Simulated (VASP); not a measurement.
Write the native input for VASP 6.6.1 that does the following.

```
Task                   : single point
Functional             : PBE
Dispersion             : D3(BJ)
Potentials or basis    : VASP PAW PBE potentials, release 64 (P)
Cutoff                 : 520 eV
k mesh                 : 9 × 9 × 1
Occupations            : gaussian, width 0.02 eV
Spin                   : no spin polarisation
Dipole correction      : yes
Further INCAR settings : ALGO = Normal; EDIFF = 1e-06; NBANDS = 12
```

The structure of P lies in POSCAR:

```
P
1.0
    3.3870000000      0.0000000000      0.0000000000
   -1.6935000000      2.9332280426      0.0000000000
    0.0000000000      0.0000000000     28.0000000000
P
2
Direct
    0.3333333333      0.6666666667      0.5095357143
    0.6666666667      0.3333333333      0.4904642857
```

The input as run:

INCAR

```
SYSTEM = P
  PREC = Accurate
  ENCUT = 520
  EDIFF = 1E-6
  ISMEAR = 0
  SIGMA = 0.02
  LREAL = .False.
  LASPH = .True.
  NELM = 80
  ALGO = Normal
  ISIF = 2
  LWAVE = .False.
  LCHARG = .True.
  LDIPOL = .True.
  IDIPOL = 3
  DIPOL = 0.5 0.5 0.500
  GGA = PE
  IVDW = 12
  LELF = .True.
  LVHAR = .True.
  LVACPOTAV = .True.
  NBANDS = 12
```

KPOINTS

```
regular mesh
0
Gamma
  9 9 1
  0 0 0
```

Potentials or basis: VASP PAW PBE potentials, release 64 (P).

The run is started by

```console
$ cat potpaw_PBE.64/P/POTCAR > POTCAR
$ mpirun -np 1 vasp_std > vasp.out
```

It gave:

```json
{
  "Largest force": "3.005 eV/Å",
  "Band gap on the k mesh": "zero (band 5 reaches -2.04 eV, above the bottom of band 6 at -3.82 eV)",
  "Dispersion energy per atom": "-0.203 eV"
}
```

Wall time 96 s on 1 thread of Intel(R) Xeon(R) Platinum 8259CL CPU @ 2.50GHz (Skylake/Cascade Lake), with other jobs on the host, peak memory 0.39 GiB.
